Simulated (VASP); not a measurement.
# HfC (Fm-3m) in VASP: further runs

Runs on HfC. Level: LDA. Tasks: vibrations by perturbation theory.

All numbers are computed with VASP 6.6.1; they aren't measurements. Logs are shortened: lines on timing, memory, paths and dates and some standing lists are left out, and cuts for length are marked.

## Step 1: The cell of the first run

It takes space group Fm-3m (No. 225, cubic). The conventional cell has a = 4.395 Å, b = 4.395 Å, c = 4.395 Å, α = 90.00°, β = 90.00°, γ = 90.00°. Within 2.9 Å of Hf (site symmetry m-3m) lie 6 C at 2.20 Å. Within 2.9 Å of C (site symmetry m-3m) lie 6 Hf at 2.20 Å.

## Step 2: Vibrations by perturbation theory, LDA

INCAR reads:

```
SYSTEM = HfC
ALGO     = Normal         ! electronic algorithm
EDIFF    = 1E-8           ! SCF threshold, eV
ENCUT    = 520            ! plane-wave cutoff, eV
IBRION   = 8              ! ionic algorithm
ISIF     = 2              ! what is computed and relaxed
ISMEAR   = -1             ! smearing method
LASPH    = .True.         ! aspherical terms in the spheres
LCHARG   = .False.        ! write CHGCAR
LREAL    = .False.        ! projectors in reciprocal space
LWAVE    = .False.        ! write WAVECAR
NELM     = 100            ! most SCF steps
NSW      = 1              ! ionic steps
PREC     = Accurate       ! precision mode
SIGMA    = 0.15           ! smearing width, eV
```

KPOINTS reads:

```
k-points
0
Gamma
  16 16 16
  0 0 0
```

POSCAR reads:

```
HfC
1.0
    0.0000000000      2.1976000000      2.1976000000
    2.1976000000      0.0000000000      2.1976000000
    2.1976000000      2.1976000000      0.0000000000
Hf C
1 1
Direct
    0.0000000000      0.0000000000      0.0000000000
    0.5000000000      0.5000000000      0.5000000000
```

Potentials or basis: VASP PAW LDA potentials, release 64 (Hf_pv, C).

The run is started by

```console
$ cat potpaw_LDA.64/Hf_pv/POTCAR potpaw_LDA.64/C/POTCAR > POTCAR
$ mpirun -np 1 vasp_std > vasp.out
```

OUTCAR:

```text
SYSTEM = HfC
   EDIFF = 1E-8
   ENCUT = 520
   IBRION = 8
   ISIF = 2
   ISMEAR = -1
   LASPH = .True.
   LREAL = .False.
   NELM = 100
   NSW = 1
   PREC = Accurate

 ion  position               nearest neighbor table
   1  0.000  0.000  0.000-   2 2.20   2 2.20   2 2.20   2 2.20   2 2.20   2 2.20
   2  0.500  0.500  0.500-   1 2.20   1 2.20   1 2.20   1 2.20   1 2.20   1 2.20

  LATTYP: Found a face centered cubic cell.
 ALAT       =     4.3952000000

  Lattice vectors:

 A1 = (   0.0000000000,   2.1976000000,   2.1976000000)
 A2 = (   2.1976000000,   0.0000000000,   2.1976000000)
 A3 = (   2.1976000000,   2.1976000000,   0.0000000000)

Analysis of symmetry for initial positions (statically):
=====================================================================
 Subroutine PRICEL returns:
 Original cell was already a primitive cell.

 Routine SETGRP: Setting up the symmetry group for a
 face centered cubic supercell.

 Subroutine GETGRP returns: Found 48 space group operations
 (whereof 48 operations were pure point group operations)
 out of a pool of 48 trial point group operations.

The static configuration has the point symmetry O_h .

Analysis of symmetry for dynamics (positions and initial velocities):
=====================================================================
 Subroutine PRICEL returns:
 Original cell was already a primitive cell.

 Routine SETGRP: Setting up the symmetry group for a
 face centered cubic supercell.

 Subroutine GETGRP returns: Found 48 space group operations
 (whereof 48 operations were pure point group operations)
 out of a pool of 48 trial point group operations.

The dynamic configuration has the point symmetry O_h .

 Subroutine INISYM returns: Found 48 space group operations
 (whereof 48 operations are pure point group operations),
 and found     1 'primitive' translations

----------------------------------------------------------------------------------------

                                     Primitive cell

  volume of cell :      21.2264

  direct lattice vectors                    reciprocal lattice vectors
     0.000000000  2.197600000  2.197600000    -0.227520932  0.227520932  0.227520932
     2.197600000  0.000000000  2.197600000     0.227520932 -0.227520932  0.227520932
     2.197600000  2.197600000  0.000000000     0.227520932  0.227520932 -0.227520932

  length of vectors
     3.107875725  3.107875725  3.107875725     0.394077814  0.394077814  0.394077814

  position of ions in fractional coordinates (direct lattice)
     0.000000000  0.000000000  0.000000000
     0.500000000  0.500000000  0.500000000

  ion indices of the primitive-cell ions
   primitive index   ion index
                 1           1
                 2           2

----------------------------------------------------------------------------------------

 KPOINTS: k-points

Automatic generation of k-mesh.
 Grid dimensions read from file:
 generate k-points for:   16   16   16

 Generating k-lattice:

  Cartesian coordinates                     Fractional coordinates (reciprocal lattice)
    -0.014220058  0.014220058  0.014220058     0.062500000  0.000000000  0.000000000
     0.014220058 -0.014220058  0.014220058     0.000000000  0.062500000  0.000000000
     0.014220058  0.014220058 -0.014220058     0.000000000  0.000000000  0.062500000

  Length of vectors
     0.024629863  0.024629863  0.024629863

  Shift w.r.t. Gamma in fractional coordinates (k-lattice)
     0.000000000  0.000000000  0.000000000

 Subroutine IBZKPT returns following result:
 ===========================================

 Found    145 irreducible k-points:

 Following reciprocal coordinates:
            Coordinates               Weight
  0.000000  0.000000  0.000000      1.000000
  0.062500  0.000000  0.000000      8.000000
  0.125000  0.000000  0.000000      8.000000
  0.187500  0.000000  0.000000      8.000000
  0.250000  0.000000  0.000000      8.000000
  0.312500  0.000000  0.000000      8.000000
[... 16 lines left out ...]
 -0.125000  0.062500  0.000000     24.000000
 -0.062500  0.062500  0.000000     12.000000
 [... further k-points ...]
   k-points           NKPTS =    145   k-points in BZ     NKDIM =    145   number of bands    NBANDS=     11
   number of dos      NEDOS =    301   number of ions     NIONS =      2
   total plane-waves  NPLWV =  13824
[... 22 lines left out ...]
   ISYM   =      2    0-nonsym 1-usesym 2-fastsym
   POTIM  = 0.5000    time-step for ionic-motion
   TEBEG  =    0.0;   TEEND  =   0.0 temperature during run
   PSTRESS=    0.0 pullay stress
   NELECT =      14.0000    total number of electrons
   NUPDOWN=      -1.0000    fix difference up-down
   EMIN   =  10.00;   EMAX   =-10.00  energy-range for DOS
   EFERMI =   0.00;   METHOD = LEGACY
   ISMEAR =    -1;   SIGMA  =   0.15  broadening in eV -4-tet -1-fermi 0-gaus
   EFERMI_NEDOS =   21; number of points for ismear=-14 and -15
   IALGO  =     38    algorithm
   IMIX   =      4    mixing-type and parameters
     AMIX     =   0.40;   BMIX     =  1.00
     AMIX_MAG =   1.60;   BMIX_MAG =  1.00
  volume/ion in A,a.u.               =      10.61        71.62
  Fermi-wavevector in a.u.,A,eV,Ry     =   1.425035  2.692926 27.629688  2.030725
  Thomas-Fermi vector in A             =   2.545462
   LORBIT       =      0    0 simple, 1 ext, 2 COOP (PROOUT), +10 PAW based schemes
   GGA     = CA    functional components
   LHFCALC =     F    Hartree Fock is set to
   AEXX    =    0.0000 exact exchange contribution
   IVDW    =     0    specifies the selected vdW correction
   LEPSILON=     F    determine dielectric tensor
   LRPA    =     F    only Hartree local field effects (RPA)
 non-spin polarized calculation
  energy-cutoff  :      520.00
  volume of cell :       21.23
 maximum number of plane-waves:       588
   NGX = 11   NGY = 11   NGZ = 11

--------------------------------------- Ionic step        1  -------------------------------------------

 number of electron      14.0000002 magnetization

 Free energy of the ion-electron system (eV)
  ---------------------------------------------------
  ext. energy  EPLUGINS =         0.00000000
  ---------------------------------------------------
  free energy    TOTEN  =       -22.58586395 eV

  energy without entropy =      -22.56487617  energy(sigma->0) =      -22.57537006

 E-fermi :   7.2810     XC(G=0): -13.3301

 val. band max:        7.2404410127   @ k =   0.3750   0.3125   0.0000
 cond. band min:       7.3684745558   @ k =   0.4375   0.4375   0.0000
 fundamental gap:      0.1280335431
 Fermi energy:         7.2809748675

 k-point     1 :       0.0000    0.0000    0.0000
  band No.  band energies     occupation
      1     -21.3294      2.00000
      2     -21.3294      2.00000
      3     -21.3294      2.00000
      4      -5.7139      2.00000
      5       8.3791      0.00132
      6       8.3791      0.00132
      7       8.3791      0.00132
      8       8.5768      0.00035
      9       8.5768      0.00035
     10       8.5768      0.00035
     11      11.1120      0.00000
[... 309 lines left out ...]
 k-point    24 :      -0.0625    0.0625    0.0000
  band No.  band energies     occupation
      1     -21.4595      2.00000
      2     -21.3634      2.00000
      3     -21.3316      2.00000
      4      -5.3678      2.00000
      5       6.7909      1.92658
      6       7.0539      1.63935
      7       7.1632      1.37371
      8       8.7700      0.00010
      9       9.6112      0.00000
     10       9.6173      0.00000
     11      11.8798      0.00000

 [... further k-points ...]

------------------------ aborting loop because EDIFF is reached ----------------------------------------

  FORCE on cell =-STRESS in cart. coord.  units (eV):
  Direction    XX          YY          ZZ          XY          YZ          ZX
  --------------------------------------------------------------------------------------
  -------------------------------------------------------------------------------------
  Total        5.4644687      5.4644687      5.4644687     -0.0000000      0.0000000     -0.0000000
  in kB      412.4607178    412.4607178    412.4607178     -0.0000000      0.0000000     -0.0000000
  external PRESSURE =     412.4607178 kB  Pullay stress =       0.0000000 kB

 VOLUME and BASIS-vectors are now :
 -----------------------------------------------------------------------------
  energy-cutoff  :      520.00
  volume of cell :       21.23
      direct lattice vectors                 reciprocal lattice vectors
     0.000000000  2.197600000  2.197600000    -0.227520932  0.227520932  0.227520932
     2.197600000  0.000000000  2.197600000     0.227520932 -0.227520932  0.227520932
     2.197600000  2.197600000  0.000000000     0.227520932  0.227520932 -0.227520932

 POSITION                                       TOTAL-FORCE (eV/Angst)
 -----------------------------------------------------------------------------------
      0.00000      0.00000      0.00000         0.000000      0.000000      0.000000
      2.19760      2.19760      2.19760         0.000000      0.000000     -0.000000
 -----------------------------------------------------------------------------------
    total drift:                                0.000000     -0.000000     -0.000000

  FREE ENERGIE OF THE ION-ELECTRON SYSTEM (eV)
  ---------------------------------------------------
  free  energy   TOTEN  =       -22.5858639467 eV

  energy  without entropy=      -22.5648761703  energy(sigma->0) =      -22.57537006

[... ionic steps 2 to 3 ...]

--------------------------------------- Ionic step        4  -------------------------------------------

------------------------ aborting loop because EDIFF is reached ----------------------------------------

[... ionic steps 5 to 6 ...]

--------------------------------------- Ionic step        7  -------------------------------------------

 Free energy of the ion-electron system (eV)
  ---------------------------------------------------
  ---------------------------------------------------
  free energy    TOTEN  =        -0.12238097 eV

  energy without entropy =       -0.12238097

------------------------ aborting loop because EDIFF is reached ----------------------------------------

 INTERNAL STRAIN TENSOR  FOR ION    2  DIRECTION 1   (eV/Angst):
 -----------------------------------------------------------------------------
     0.00426  0.00000 -0.00000
    -0.00000 -0.00404 -0.00000
     0.00000 -0.00000 -0.00404

 INTERNAL STRAIN TENSOR FOR ION    2 for displacements in x,y,z  (eV/Angst):
          X           Y           Z          XY          YZ          ZX
  --------------------------------------------------------------------------------
  x     0.00000     0.00000     0.00000     0.00000     0.00000     0.00000
  y     0.00000     0.00000     0.00000     0.00000     0.00000     0.00000
  z     0.00000     0.00000     0.00000     0.00000     0.00000     0.00000

 SECOND DERIVATIVES (NOT SYMMETRIZED)
 ------------------------------------
               1X          1Y          1Z          2X          2Y          2Z
  1X   -13.717982    0.000000    0.000000   13.717982    0.000000    0.000000
  1Y     0.000000  -13.717982    0.000000    0.000000   13.717982    0.000000
  1Z     0.000000    0.000000  -13.717982    0.000000    0.000000   13.717982
  2X    13.718807    0.000000    0.000000  -13.718807    0.000000    0.000000
  2Y     0.000000   13.718807    0.000000    0.000000  -13.718807    0.000000
  2Z     0.000000    0.000000   13.718807    0.000000    0.000000  -13.718807

 Eigenvectors and eigenvalues of the dynamical matrix
 ----------------------------------------------------

   1 f  =   17.260770 THz   108.452618 2PiTHz  575.757322 cm-1    71.384778 meV
             X         Y         Z           dx          dy          dz
      0.000000  0.000000  0.000000     0.000000    0.251090    0.000000
      2.197600  2.197600  2.197600     0.000000   -0.967964    0.000000
[... 21 lines left out ...]
   6 f/i=    0.000126 THz     0.000792 2PiTHz    0.004205 cm-1     0.000521 meV
             X         Y         Z           dx          dy          dz
      0.000000  0.000000  0.000000     0.000000   -0.967964    0.000000
      2.197600  2.197600  2.197600     0.000000   -0.251090    0.000000

--------------------------------------------------------------------------------------------------------

 ELASTIC MODULI CONTR FROM IONIC RELAXATION (kBar)
 Direction    XX          YY          ZZ          XY          YZ          ZX
 --------------------------------------------------------------------------------
 XX           0.0000      0.0000      0.0000      0.0000      0.0000      0.0000
 YY           0.0000      0.0000      0.0000      0.0000      0.0000      0.0000
 ZZ           0.0000      0.0000      0.0000      0.0000      0.0000      0.0000
 XY           0.0000      0.0000      0.0000      0.0000      0.0000      0.0000
 YZ           0.0000      0.0000      0.0000      0.0000      0.0000      0.0000
 ZX           0.0000      0.0000      0.0000      0.0000      0.0000      0.0000
 --------------------------------------------------------------------------------
```

It took 91 s on 1 thread of Intel Xeon 6975P-C (Granite Rapids), shared host; peak memory 0.33 GiB.

What came out:

```
Highest phonon frequency at Γ, LO-TO splitting left out : 576 cm⁻¹
```

Phonon frequencies in cm⁻¹ (negative: imaginary):
```tsv
q point	frequencies
(0.000, 0.000, 0.000)	0 0 0 576 576 576
```

Caveat: the cell wasn't relaxed at this level first, which shifts response properties; spin-orbit coupling is left out, which moves the levels of the heavy elements.

(Continued in part 2 of 2.)
